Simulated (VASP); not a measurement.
# NbC (Niobocarbide) (Fm-3m) in VASP: single point with PBE

Aim: the single point of NbC (Niobocarbide) with PBE.

Everything below comes from runs of VASP 6.6.1. Logs are shortened: lines on timing, memory, paths and dates and some standing lists are left out, and cuts for length are marked.

## (1) The cell of the first run

Symmetry: Fm-3m, No. 225, cubic system. The conventional cell has a = 4.469 Å, b = 4.469 Å, c = 4.469 Å, α = 90.00°, β = 90.00°, γ = 90.00°. Within 3.0 Å of Nb (site symmetry m-3m) lie 6 C at 2.23 Å. C (site symmetry m-3m) has 6 Nb at 2.23 Å within 3.0 Å.

## (2) Single point, PBE

Input file INCAR:

```
PREC = Accurate ; ENCUT = 600
EDIFF = 1E-6 ; ISMEAR = -1
SIGMA = 0.1 ; LREAL = False
LASPH = True ; NELM = 120
ALGO = Normal ; ISIF = 2
LWAVE = False ; LCHARG = False
GGA = PE ; NBANDS = 16
GGA_COMPAT = False
```

Input file KPOINTS:

```
Automatic mesh
0
Gamma
  8 8 8
```

Input file POSCAR:

```
NbC
1.0
    3.1601310000      0.0000000000      0.0000000000
    1.5800655000      2.7367537253      0.0000000000
    1.5800655000      0.9122512418      2.5802361568
Nb C
1 1
Direct
    0.0000000000      0.0000000000      0.0000000000
    0.5000000000      0.5000000000      0.5000000000
```

Potentials or basis: VASP PAW PBE potentials, release 64 (Nb_sv, C).

Started as:

```
cat potpaw_PBE.64/Nb_sv/POTCAR potpaw_PBE.64/C/POTCAR > POTCAR
mpirun -np 1 vasp_std > vasp.out
```

OUTCAR:

```text
PREC = Accurate
   ENCUT = 600
   EDIFF = 1E-6
   ISMEAR = -1
   LREAL = False
   LASPH = True
   NELM = 120
   ISIF = 2
   GGA = PE

 ion  position               nearest neighbor table
   1  0.000  0.000  0.000-   2 2.23   2 2.23   2 2.23   2 2.23   2 2.23   2 2.23
   2  0.500  0.500  0.500-   1 2.23   1 2.23   1 2.23   1 2.23   1 2.23   1 2.23

  LATTYP: Found a face centered cubic cell.
 ALAT       =     4.4691001191

  Lattice vectors:

 A1 = (   3.1601310000,   0.0000000000,   0.0000000000)
 A2 = (   1.5800655000,   2.7367537253,   0.0000000000)
 A3 = (   1.5800655000,   0.9122512418,   2.5802361568)

Analysis of symmetry for initial positions (statically):
=====================================================================
 Subroutine PRICEL returns:
 Original cell was already a primitive cell.

 Routine SETGRP: Setting up the symmetry group for a
 face centered cubic supercell.

 Subroutine GETGRP returns: Found 48 space group operations
 (whereof 48 operations were pure point group operations)
 out of a pool of 48 trial point group operations.

The static configuration has the point symmetry O_h .

Analysis of symmetry for dynamics (positions and initial velocities):
=====================================================================
 Subroutine PRICEL returns:
 Original cell was already a primitive cell.

 Routine SETGRP: Setting up the symmetry group for a
 face centered cubic supercell.

 Subroutine GETGRP returns: Found 48 space group operations
 (whereof 48 operations were pure point group operations)
 out of a pool of 48 trial point group operations.

The dynamic configuration has the point symmetry O_h .

 Subroutine INISYM returns: Found 48 space group operations
 (whereof 48 operations are pure point group operations),
 and found     1 'primitive' translations

----------------------------------------------------------------------------------------

                                     Primitive cell

  volume of cell :      22.3152

  direct lattice vectors                    reciprocal lattice vectors
     3.160131000  0.000000000  0.000000000     0.316442578 -0.182698208 -0.129187141
     1.580065500  2.736753725  0.000000000     0.000000000  0.365396415 -0.129187141
     1.580065500  0.912251242  2.580236157     0.000000000  0.000000000  0.387561424

  length of vectors
     3.160131000  3.160131000  3.160131000     0.387561424  0.387561424  0.387561424

  position of ions in fractional coordinates (direct lattice)
     0.000000000  0.000000000  0.000000000
     0.500000000  0.500000000  0.500000000

  ion indices of the primitive-cell ions
   primitive index   ion index
                 1           1
                 2           2

----------------------------------------------------------------------------------------

 KPOINTS: Automatic mesh

Automatic generation of k-mesh.
 Grid dimensions read from file:
 generate k-points for:    8    8    8

 Generating k-lattice:

  Cartesian coordinates                     Fractional coordinates (reciprocal lattice)
     0.039555322 -0.022837276 -0.016148393     0.125000000  0.000000000  0.000000000
     0.000000000  0.045674552 -0.016148393     0.000000000  0.125000000 -0.000000000
     0.000000000  0.000000000  0.048445178     0.000000000  0.000000000  0.125000000

  Length of vectors
     0.048445178  0.048445178  0.048445178

  Shift w.r.t. Gamma in fractional coordinates (k-lattice)
     0.000000000  0.000000000  0.000000000

 Subroutine IBZKPT returns following result:
 ===========================================

 Found     29 irreducible k-points:

 Following reciprocal coordinates:
            Coordinates               Weight
  0.000000  0.000000  0.000000      1.000000
  0.125000  0.000000  0.000000      8.000000
  0.250000  0.000000  0.000000      8.000000
  0.375000  0.000000  0.000000      8.000000
  0.500000  0.000000  0.000000      4.000000
  0.125000  0.125000 -0.000000      6.000000
[... 16 lines left out ...]
  0.500000  0.250000  0.125000     48.000000
 -0.375000  0.250000  0.125000     24.000000
 [... further k-points ...]
   k-points           NKPTS =     29   k-points in BZ     NKDIM =     29   number of bands    NBANDS=     16
   number of dos      NEDOS =    301   number of ions     NIONS =      2
   total plane-waves  NPLWV =  21952
   dimension x,y,z NGX =    28 NGY =   28 NGZ =   28
   dimension x,y,z NGXF=    56 NGYF=   56 NGZF=   56
   ions per type =               1   1
   NGX,Y,Z   is equivalent  to a cutoff of  14.73, 14.73, 14.73 a.u.
   NGXF,Y,Z  is equivalent  to a cutoff of  29.46, 29.46, 29.46 a.u.
 SYSTEM =  unknown system
   PREC   = accura    normal or accurate (medium, high low for compatibility)
   ISTART =      0    job   : 0-new  1-cont  2-samecut
   ICHARG =      2    charge: 1-file 2-atom 10-const
   ISPIN  =      1    spin polarized calculation?
   LNONCOLLINEAR =      F non collinear calculations
   LSORBIT =      F    spin-orbit coupling
   LASPH  =      T    aspherical Exc in radial PAW
   ENCUT  =  600.0 eV  44.10 Ry    6.64 a.u.   6.31  6.31  6.31*2*pi/ulx,y,z
   NELM   =    120;   NELMIN=  2; NELMDL= -5     # of ELM steps
   EDIFF  = 0.1E-05   stopping-criterion for ELM
   LREAL  =      F    real-space projection
   EDIFFG = 0.1E-04   stopping-criterion for IOM
   NSW    =      0    number of steps for IOM
   IBRION =     -1    ionic relax: 0-MD 1-quasi-New 2-CG
   NFREE  =      0    steps in history (QN), initial steepest desc. (CG)
   ISIF   =      2    stress and relaxation
   ISYM   =      2    0-nonsym 1-usesym 2-fastsym
   POTIM  = 0.5000    time-step for ionic-motion
   TEBEG  =    0.0;   TEEND  =   0.0 temperature during run
   PSTRESS=    0.0 pullay stress
   NELECT =      17.0000    total number of electrons
   NUPDOWN=      -1.0000    fix difference up-down
   EMIN   =  10.00;   EMAX   =-10.00  energy-range for DOS
   EFERMI =   0.00;   METHOD = LEGACY
   ISMEAR =    -1;   SIGMA  =   0.10  broadening in eV -4-tet -1-fermi 0-gaus
   EFERMI_NEDOS =   21; number of points for ismear=-14 and -15
   IALGO  =     38    algorithm
   IMIX   =      4    mixing-type and parameters
     AMIX     =   0.40;   BMIX     =  1.00
     AMIX_MAG =   1.60;   BMIX_MAG =  1.00
  volume/ion in A,a.u.               =      11.16        75.30
  Fermi-wavevector in a.u.,A,eV,Ry     =   1.495172  2.825465 30.416344  2.235538
  Thomas-Fermi vector in A             =   2.607351
   LORBIT       =      0    0 simple, 1 ext, 2 COOP (PROOUT), +10 PAW based schemes
   GGA     = PE    functional components
   LHFCALC =     F    Hartree Fock is set to
   AEXX    =    0.0000 exact exchange contribution
   IVDW    =     0    specifies the selected vdW correction
   LEPSILON=     F    determine dielectric tensor
   LRPA    =     F    only Hartree local field effects (RPA)
 non-spin polarized calculation
  energy-cutoff  :      600.00
  volume of cell :       22.32
 maximum number of plane-waves:       755
 NGX is ok and might be reduce to    28
   NGX = 13   NGY = 13   NGZ = 13

 number of electron      17.0000001 magnetization

 Free energy of the ion-electron system (eV)
  ---------------------------------------------------
  ext. energy  EPLUGINS =         0.00000000
  ---------------------------------------------------
  free energy    TOTEN  =       -20.54988302 eV

  energy without entropy =      -20.52525115  energy(sigma->0) =      -20.53756708

 E-fermi :  12.6503     XC(G=0): -13.0889

 val. band max:       12.4627432506   @ k =   0.3750   0.1250   0.0000
 cond. band min:      12.7573002103   @ k =  -0.2500   0.1250   0.0000
 fundamental gap:      0.2945569597
 Fermi energy:        12.6503174969

 k-point     1 :       0.0000    0.0000    0.0000
  band No.  band energies     occupation
      1     -43.1843      2.00000
      2     -18.8898      2.00000
      3     -18.8898      2.00000
      4     -18.8898      2.00000
      5      -0.8693      2.00000
      6      11.2720      2.00000
[... 8 lines left out ...]
     15      22.5760      0.00000
     16      34.7922      0.00000

 k-point     2 :       0.1250    0.0000    0.0000
  band No.  band energies     occupation
      1     -43.1688      2.00000
      2     -19.0202      2.00000
      3     -18.9020      2.00000
      4     -18.9020      2.00000
      5      -0.4805      2.00000
      6       9.9215      2.00000
[... 8 lines left out ...]
     15      23.4759      0.00000
     16      32.4476      0.00000

 k-point     3 :       0.2500    0.0000    0.0000
  band No.  band energies     occupation
      1     -43.1312      2.00000
      2     -19.3242      2.00000
      3     -18.9312      2.00000
      4     -18.9312      2.00000
      5       0.5537      2.00000
      6       7.9126      2.00000
[... 8 lines left out ...]
     15      25.1582      0.00000
     16      29.7458      0.00000

 k-point     4 :       0.3750    0.0000    0.0000
  band No.  band energies     occupation
      1     -43.0933      2.00000
      2     -19.6146      2.00000
      3     -18.9602      2.00000
      4     -18.9602      2.00000
      5       1.9002      2.00000
      6       6.0634      2.00000
[... 8 lines left out ...]
     15      26.5580      0.00000
     16      26.5582      0.00000
[... 324 lines left out ...]
 k-point    22 :       0.3750    0.2500    0.1250
  band No.  band energies     occupation
      1     -43.1031      2.00000
      2     -19.3828      2.00000
      3     -19.0894      2.00000
      4     -18.9775      2.00000
      5       0.9919      2.00000
      6       6.9809      2.00000
[... 8 lines left out ...]
     15      25.8944      0.00000
     16      26.9925      0.00000

 k-point    23 :       0.5000    0.2500    0.1250
  band No.  band energies     occupation
      1     -43.0725      2.00000
      2     -19.5380      2.00000
      3     -19.1707      2.00000
      4     -19.0201      2.00000
      5       1.6604      2.00000
      6       6.4213      2.00000
[... 8 lines left out ...]
     15      25.8196      0.00000
     16      26.1917      0.00000

 k-point    24 :      -0.3750    0.2500    0.1250
  band No.  band energies     occupation
      1     -43.0598      2.00000
      2     -19.6051      2.00000
      3     -19.1922      2.00000
      4     -19.0456      2.00000
      5       1.9507      2.00000
      6       6.1522      2.00000
[... 8 lines left out ...]
     15      25.8713      0.00000
     16      26.6012      0.00000

 [... further k-points ...]
[... 5 lines left out ...]
  --------------------------------------------------------------------------------------
  -------------------------------------------------------------------------------------
  Total        0.3842453      0.3842453      0.3842453     -0.0000000      0.0000000     -0.0000000
  in kB       27.5879151     27.5879151     27.5879151     -0.0000000      0.0000000     -0.0000000
  external PRESSURE =      27.5879151 kB  Pullay stress =       0.0000000 kB

 VOLUME and BASIS-vectors are now :
 -----------------------------------------------------------------------------
  energy-cutoff  :      600.00
  volume of cell :       22.32
      direct lattice vectors                 reciprocal lattice vectors
     3.160131000  0.000000000  0.000000000     0.316442578 -0.182698208 -0.129187141
     1.580065500  2.736753725  0.000000000     0.000000000  0.365396415 -0.129187141
     1.580065500  0.912251242  2.580236157     0.000000000  0.000000000  0.387561424

 POSITION                                       TOTAL-FORCE (eV/Angst)
 -----------------------------------------------------------------------------------
      0.00000      0.00000      0.00000         0.000000      0.000000      0.000000
      3.16013      1.82450      1.29012        -0.000000     -0.000000      0.000000
 -----------------------------------------------------------------------------------
    total drift:                                0.000000     -0.000000     -0.000000

  FREE ENERGIE OF THE ION-ELECTRON SYSTEM (eV)
  ---------------------------------------------------
  free  energy   TOTEN  =       -20.5498830167 eV

  energy  without entropy=      -20.5252511523  energy(sigma->0) =      -20.53756708
```

Run time: 38 s. Hardware: 1 thread of Intel Xeon 8259CL, shared host; peak memory 0.16 GiB.

What came out:

| Item | Value |
| --- | --- |
| Free energy | -20.5499 eV |
| Pressure | 2.8 GPa |
